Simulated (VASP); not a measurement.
**InSb3: single point with PBEsol+D3(BJ)**

InSb3:

```
CELL_PARAMETERS angstrom
0.00000 3.66207 3.66207
3.66207 0.00000 3.66207
3.66207 3.66207 0.00000
ATOMIC_POSITIONS crystal
In 0.00769 0.00769 0.99231
Sb 0.25000 0.25000 0.25000
Sb 0.75000 0.75000 0.75000
Sb 0.50000 0.50000 0.50000
```

This cell differs from its parent crystal: atom 1 (In) moved +0.056 Å along Cartesian [0 0 1].

| Quantity | Value |
| --- | --- |
| Program | VASP 6.6.1 |
| Task | single point |
| Functional | PBEsol |
| Dispersion | D3(BJ) |
| Potentials or basis | VASP PAW PBE potentials, release 64 (In_d, Sb) |
| Cutoff | 520 eV |
| k mesh | 12 × 12 × 12 |
| Occupations | gaussian, width 0.15 eV |
| Spin | no spin polarisation |

The pressure is 0.4 GPa and the largest force is 0.191 eV/Å. The band gap on the k mesh is zero (bands 14 and 15 overlap by 3.33 eV). The dispersion energy per atom is -0.511 eV.

Forces in eV/Å, atoms in the order of the input:
```
In   0.000  0.000 -0.191
Sb   0.000  0.000  0.060
Sb   0.000  0.000  0.060
Sb   0.000  0.000  0.072
```

Levels at points of the mesh, in eV from the Fermi level:
| k point | band 11 | band 12 | band 13 | band 14 | band 15 | band 16 | band 17 | band 18 |
| --- | --- | --- | --- | --- | --- | --- | --- | --- |
| (0.00, 0.00, 0.00) | -2.72 | -2.63 | -2.62 | -2.62 | -1.85 | -0.81 | -0.81 | -0.80 |
| (0.50, 0.00, 0.00) | -3.76 | -2.92 | -2.92 | 0.04 | 0.21 | 2.17 | 2.17 | 3.16 |
| (0.50, 0.50, 0.00) | -5.61 | 0.77 | 1.12 | 1.12 | 1.78 | 2.06 | 2.06 | 2.08 |
| (0.00, 0.50, 0.50) | -5.59 | 0.77 | 1.13 | 1.13 | 1.78 | 2.05 | 2.06 | 2.08 |

Run time: 2.6 min on 1 thread of Intel(R) Xeon(R) 6975P-C (Granite Rapids) (shared host), peak memory 0.49 GiB.

Caveat: the cell differs from its parent crystal (atom 1 (In) moved +0.056 Å along Cartesian [0 0 1]); the PAW data sets were made with another functional, which shifts forces and pressure a little; spin-orbit coupling is left out, which moves the levels of the heavy elements.
